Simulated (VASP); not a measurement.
# W (R-3m) in VASP: a series of runs

The runs below take W through single point, with PBE.

Everything below comes from runs of VASP 6.6.1. Logs are shortened: lines on timing, memory, paths and dates and some standing lists are left out, and cuts for length are marked.

## Step 1: The cell of the first run

It takes space group R-3m (No. 166, trigonal). The conventional cell has a = 4.628 Å, b = 4.628 Å, c = 2.636 Å, α = 90.00°, β = 90.00°, γ = 120.00°. Within 3.5 Å of W (site symmetry -3m) lie 14 W at 2.64 to 3.20 Å.

## Step 2: Single point, PBE

INCAR reads:

```
ALGO = Fast
EDIFF = 1E-6
ENCUT = 520
GGA = PE
ISIF = 2
ISMEAR = 0
LASPH = T
LCHARG = F
LREAL = F
LWAVE = F
NBANDS = 13
NELM = 100
PREC = Accurate
SIGMA = 0.15
```

KPOINTS reads:

```
k-points
0
Gamma
  24 24 24
```

POSCAR reads:

```
W
1.0
   -1.6745930955      1.5982272866      1.5982272866
    1.5982272866     -1.6745930955      1.5982272866
    1.5982272866      1.5982272866     -1.6745930955
W
1
Direct
    0.0000000000      0.0000000000      0.0000000000
```

Potentials or basis: VASP PAW PBE potentials, release 64 (W_sv).

Launch:

```sh
$ cat potpaw_PBE.64/W_sv/POTCAR > POTCAR
$ mpirun -np 1 vasp_std > vasp.out
```

OUTCAR:

```text
EDIFF = 1E-6
   ENCUT = 520
   GGA = PE
   ISIF = 2
   ISMEAR = 0
   LASPH = T
   LREAL = F
   NELM = 100
   PREC = Accurate

 ion  position               nearest neighbor table
   1  0.000  0.000  0.000-

  LATTYP: Found a trigonal (rhomboedric) cell.
 ALAT       =     2.8129918156
 COS(alpha) =    -0.3536531715

  Lattice vectors:

 A1 = (  -1.6745930955,   1.5982272866,   1.5982272866)
 A2 = (   1.5982272866,  -1.6745930955,   1.5982272866)
 A3 = (   1.5982272866,   1.5982272866,  -1.6745930955)

Analysis of symmetry for initial positions (statically):
=====================================================================
 Subroutine PRICEL returns:
 Original cell was already a primitive cell.

 Routine SETGRP: Setting up the symmetry group for a
 trigonal (rhombohedral) supercell.

 Subroutine GETGRP returns: Found 12 space group operations
 (whereof 12 operations were pure point group operations)
 out of a pool of 12 trial point group operations.

The static configuration has the point symmetry D_3d.

Analysis of symmetry for dynamics (positions and initial velocities):
=====================================================================
 Subroutine PRICEL returns:
 Original cell was already a primitive cell.

 Routine SETGRP: Setting up the symmetry group for a
 trigonal (rhombohedral) supercell.

 Subroutine GETGRP returns: Found 12 space group operations
 (whereof 12 operations were pure point group operations)
 out of a pool of 12 trial point group operations.

The dynamic configuration has the point symmetry D_3d.

 Subroutine INISYM returns: Found 12 space group operations
 (whereof 12 operations are pure point group operations),
 and found     1 'primitive' translations

----------------------------------------------------------------------------------------

                                     Primitive cell

  volume of cell :      16.3012

  direct lattice vectors                    reciprocal lattice vectors
    -1.674593095  1.598227287  1.598227287     0.015332101  0.320878963  0.320878963
     1.598227287 -1.674593095  1.598227287     0.320878963  0.015332101  0.320878963
     1.598227287  1.598227287 -1.674593095     0.320878963  0.320878963  0.015332101

  length of vectors
     2.812991816  2.812991816  2.812991816     0.454050318  0.454050318  0.454050318

  position of ions in fractional coordinates (direct lattice)
     0.000000000  0.000000000  0.000000000

  ion indices of the primitive-cell ions
   primitive index   ion index
                 1           1

----------------------------------------------------------------------------------------

 KPOINTS: k-points

Automatic generation of k-mesh.
 Grid dimensions read from file:
 generate k-points for:   24   24   24

 Generating k-lattice:

  Cartesian coordinates                     Fractional coordinates (reciprocal lattice)
     0.000638838  0.013369957  0.013369957     0.041666667  0.000000000  0.000000000
     0.013369957  0.000638838  0.013369957     0.000000000  0.041666667  0.000000000
     0.013369957  0.013369957  0.000638838    -0.000000000 -0.000000000  0.041666667

  Length of vectors
     0.018918763  0.018918763  0.018918763

  Shift w.r.t. Gamma in fractional coordinates (k-lattice)
     0.000000000  0.000000000  0.000000000

 Subroutine IBZKPT returns following result:
 ===========================================

 Found   1313 irreducible k-points:

 Following reciprocal coordinates:
            Coordinates               Weight
  0.000000  0.000000  0.000000      1.000000
  0.041667  0.000000  0.000000      6.000000
  0.083333  0.000000  0.000000      6.000000
  0.125000  0.000000  0.000000      6.000000
  0.166667  0.000000  0.000000      6.000000
  0.208333  0.000000  0.000000      6.000000
[... 16 lines left out ...]
  0.416667  0.041667  0.000000     12.000000
  0.458333  0.041667  0.000000     12.000000
 [... further k-points ...]
   k-points           NKPTS =   1313   k-points in BZ     NKDIM =   1313   number of bands    NBANDS=     13
   number of dos      NEDOS =    301   number of ions     NIONS =      1
   total plane-waves  NPLWV =  13824
   dimension x,y,z NGX =    24 NGY =   24 NGZ =   24
   dimension x,y,z NGXF=    48 NGYF=   48 NGZF=   48
   ions per type =               1
   NGX,Y,Z   is equivalent  to a cutoff of  14.18, 14.18, 14.18 a.u.
   NGXF,Y,Z  is equivalent  to a cutoff of  28.37, 28.37, 28.37 a.u.
 SYSTEM =  unknown system
   PREC   = accura    normal or accurate (medium, high low for compatibility)
   ISTART =      0    job   : 0-new  1-cont  2-samecut
   ICHARG =      2    charge: 1-file 2-atom 10-const
   ISPIN  =      1    spin polarized calculation?
   LNONCOLLINEAR =      F non collinear calculations
   LSORBIT =      F    spin-orbit coupling
   LASPH  =      T    aspherical Exc in radial PAW
   ENCUT  =  520.0 eV  38.22 Ry    6.18 a.u.   5.23  5.23  5.23*2*pi/ulx,y,z
   NELM   =    100;   NELMIN=  2; NELMDL= -5     # of ELM steps
   EDIFF  = 0.1E-05   stopping-criterion for ELM
   LREAL  =      F    real-space projection
   EDIFFG = 0.1E-04   stopping-criterion for IOM
   NSW    =      0    number of steps for IOM
   IBRION =     -1    ionic relax: 0-MD 1-quasi-New 2-CG
   NFREE  =      0    steps in history (QN), initial steepest desc. (CG)
   ISIF   =      2    stress and relaxation
   ISYM   =      2    0-nonsym 1-usesym 2-fastsym
   POTIM  = 0.5000    time-step for ionic-motion
   TEBEG  =    0.0;   TEEND  =   0.0 temperature during run
   PSTRESS=    0.0 pullay stress
   NELECT =      14.0000    total number of electrons
   NUPDOWN=      -1.0000    fix difference up-down
   EMIN   =  10.00;   EMAX   =-10.00  energy-range for DOS
   EFERMI =   0.00;   METHOD = LEGACY
   ISMEAR =     0;   SIGMA  =   0.15  broadening in eV -4-tet -1-fermi 0-gaus
   EFERMI_NEDOS =   21; number of points for ismear=-14 and -15
   IALGO  =     68    algorithm
   IMIX   =      4    mixing-type and parameters
     AMIX     =   0.40;   BMIX     =  1.00
     AMIX_MAG =   1.60;   BMIX_MAG =  1.00
  volume/ion in A,a.u.               =      16.30       110.01
  Fermi-wavevector in a.u.,A,eV,Ry     =   1.556125  2.940649 32.946829  2.421524
  Thomas-Fermi vector in A             =   2.659966
   LORBIT       =      0    0 simple, 1 ext, 2 COOP (PROOUT), +10 PAW based schemes
   GGA     = PE    functional components
   LHFCALC =     F    Hartree Fock is set to
   AEXX    =    0.0000 exact exchange contribution
   IVDW    =     0    specifies the selected vdW correction
   LEPSILON=     F    determine dielectric tensor
   LRPA    =     F    only Hartree local field effects (RPA)
 non-spin polarized calculation
 RMM-DIIS sequential band-by-band and
 Gauss-broadening in eV      SIGMA  =   0.15
  energy-cutoff  :      520.00
  volume of cell :       16.30
 maximum number of plane-waves:       457
 NGX is ok and might be reduce to    24

 number of electron      13.9999999 magnetization

 Free energy of the ion-electron system (eV)
  ---------------------------------------------------
  ext. energy  EPLUGINS =         0.00000000
  ---------------------------------------------------
  free energy    TOTEN  =       -12.90054030 eV

  energy without entropy =      -12.89533069  energy(sigma->0) =      -12.89793550

 E-fermi :  11.0813     XC(G=0): -13.4776

 val. band max:       11.0809069581   @ k =  -0.1667   0.2917   0.0833
 cond. band min:      11.0819211434   @ k =   0.4167   0.0833   0.0000
 fundamental gap:      0.0010141853
 Fermi energy:        11.0812767703

 k-point     1 :       0.0000    0.0000    0.0000
  band No.  band energies     occupation
      1     -63.1808      2.00000
      2     -26.8544      2.00000
      3     -26.8544      2.00000
      4     -26.6037      2.00000
      5       1.5698      2.00000
      6       9.0205      2.00000
      7      10.1480      2.00000
      8      10.1480      2.00000
      9      13.4148      0.00000
     10      13.4148      0.00000
     11      24.6445      0.00000
     12      25.9595      0.00000
     13      25.9595      0.00000

 k-point     2 :       0.0417    0.0000    0.0000
  band No.  band energies     occupation
      1     -63.1782      2.00000
      2     -26.8637      2.00000
      3     -26.8539      2.00000
      4     -26.6280      2.00000
      5       1.6568      2.00000
      6       9.0881      2.00000
      7      10.0983      2.00000
      8      10.1803      2.00000
      9      13.2891      0.00000
     10      13.3928      0.00000
     11      24.7409      0.00000
     12      26.1109      0.00000
     13      26.1893      0.00000

 k-point     3 :       0.0833    0.0000    0.0000
  band No.  band energies     occupation
      1     -63.1708      2.00000
      2     -26.8930      2.00000
      3     -26.8526      2.00000
      4     -26.6963      2.00000
      5       1.9122      2.00000
      6       9.2733      2.00000
      7       9.9544      2.00000
      8      10.2834      2.00000
      9      12.9633      0.00000
     10      13.3351      0.00000
     11      25.0124      0.00000
     12      26.5514      0.00000
     13      26.8160      0.00000
[... 305 lines left out ...]
 k-point    23 :       0.4167    0.0417    0.0000
  band No.  band energies     occupation
      1     -63.0346      2.00000
      2     -28.0200      2.00000
      3     -27.2029      2.00000
      4     -26.8344      2.00000
      5       5.0898      2.00000
      6       7.8076      2.00000
      7      11.1852      0.32705
      8      12.9658      0.00000
      9      13.6350      0.00000
     10      16.7701      0.00000
     11      22.4963      0.00000
     12      23.0357      0.00000
     13      28.1155      0.00000

 k-point    24 :       0.4583    0.0417    0.0000
  band No.  band energies     occupation
      1     -63.0304      2.00000
      2     -28.0524      2.00000
      3     -27.2206      2.00000
      4     -26.8347      2.00000
      5       5.0644      2.00000
      6       7.7428      2.00000
      7      11.7341      0.00000
      8      12.8434      0.00000
      9      13.7377      0.00000
     10      17.1434      0.00000
     11      22.2651      0.00000
     12      22.6111      0.00000
     13      27.4471      0.00000

 [... further k-points ...]
[... 5 lines left out ...]
  --------------------------------------------------------------------------------------
  -------------------------------------------------------------------------------------
  Total       -0.1251624     -0.1251624     -0.1251624      0.8243486      0.8243486      0.8243486
  in kB      -12.3016930    -12.3016930    -12.3016930     81.0218225     81.0218225     81.0218225
  external PRESSURE =     -12.3016930 kB  Pullay stress =       0.0000000 kB

 VOLUME and BASIS-vectors are now :
 -----------------------------------------------------------------------------
  energy-cutoff  :      520.00
  volume of cell :       16.30
      direct lattice vectors                 reciprocal lattice vectors
    -1.674593095  1.598227287  1.598227287     0.015332101  0.320878963  0.320878963
     1.598227287 -1.674593095  1.598227287     0.320878963  0.015332101  0.320878963
     1.598227287  1.598227287 -1.674593095     0.320878963  0.320878963  0.015332101

 POSITION                                       TOTAL-FORCE (eV/Angst)
 -----------------------------------------------------------------------------------
      0.00000      0.00000      0.00000        -0.000000      0.000000      0.000000
 -----------------------------------------------------------------------------------
    total drift:                               -0.000000      0.000000      0.000000

  FREE ENERGIE OF THE ION-ELECTRON SYSTEM (eV)
  ---------------------------------------------------
  free  energy   TOTEN  =       -12.9005403025 eV

  energy  without entropy=      -12.8953306915  energy(sigma->0) =      -12.89793550
```

Wall time 2.1 min (1 thread of AMD EPYC 9R45 (Zen 5), shared host); peak memory 0.33 GiB.

What came out:

- Free energy: -12.9005 eV
- Pressure: -1.2 GPa
- Band gap on the k mesh: zero (band 7 reaches 15.50 eV, above the bottom of band 8 at 10.00 eV)

Caveat: spin-orbit coupling is left out, which moves the levels of the heavy elements.

## Step 3: Single point, PBE

This run uses another cell than the first one, of the same volume but with other edges.

INCAR reads:

```
PREC     = Accurate       # precision mode
ENCUT    = 520            # plane-wave cutoff, eV
EDIFF    = 1E-6           # SCF threshold, eV
ISMEAR   = 0              # smearing method
SIGMA    = 0.15           # smearing width, eV
LREAL    = False          # projectors in reciprocal space
LASPH    = True           # aspherical terms in the spheres
NELM     = 80             # most SCF steps
ALGO     = Fast           # electronic algorithm
ISIF     = 2              # what is computed and relaxed
LWAVE    = False          # write WAVECAR
LCHARG   = False          # write CHGCAR
GGA      = PE             # functional
NBANDS   = 13             # bands
```

KPOINTS reads:

```
regular mesh
0
Gamma
  24 24 24
```

POSCAR reads:

```
W
1.0
   -1.5153286575      1.5983603647      1.5983603647
    1.5983603647     -1.5153286575      1.5983603647
    1.5983603647      1.5983603647     -1.5153286575
W
1
Direct
    0.0000000000      0.0000000000      0.0000000000
```

Potentials or basis: VASP PAW PBE potentials, release 64 (W_sv).

Launch:

```sh
$ cat potpaw_PBE.64/W_sv/POTCAR > POTCAR
$ mpirun -np 1 vasp_std > vasp.out
```

Wall time 87 s (1 thread of AMD EPYC 9R45 (Zen 5), shared host); peak memory 0.31 GiB.

Results (log left out):

| Property | Result |
| --- | --- |
| Free energy | -12.9066 eV |
| Pressure | -1.3 GPa |
| Band gap on the k mesh | zero (band 7 reaches 14.80 eV, above the bottom of band 8 at 10.21 eV) |

Stress tensor (GPa, compression positive):
```
-1.33 -6.16 -6.16
-6.16 -1.33 -6.16
-6.16 -6.16 -1.33
```

Levels at points of the mesh, in eV from the Fermi level:
```
           k point  band 3  band 4  band 5  band 6  band 7  band 8  band 9  band 10  band 11  band 12
(0.00, 0.00, 0.00)  -37.80  -37.80   -9.53   -1.78   -1.78   -0.36    2.30     2.30    13.98    13.98
(0.50, 0.00, 0.00)  -38.17  -37.82   -6.19   -3.62    0.15    2.37    3.28     5.31    10.18    11.78
(0.50, 0.50, 0.00)  -38.38  -37.88   -6.11   -3.44    0.97    1.82    2.58     6.20    10.85    11.24
(0.50, 0.50, 0.50)  -38.78  -38.57   -5.67   -5.67    3.71    5.47    5.47     7.49     8.30     8.30
```

Caveat: spin-orbit coupling is left out, which moves the levels of the heavy elements.
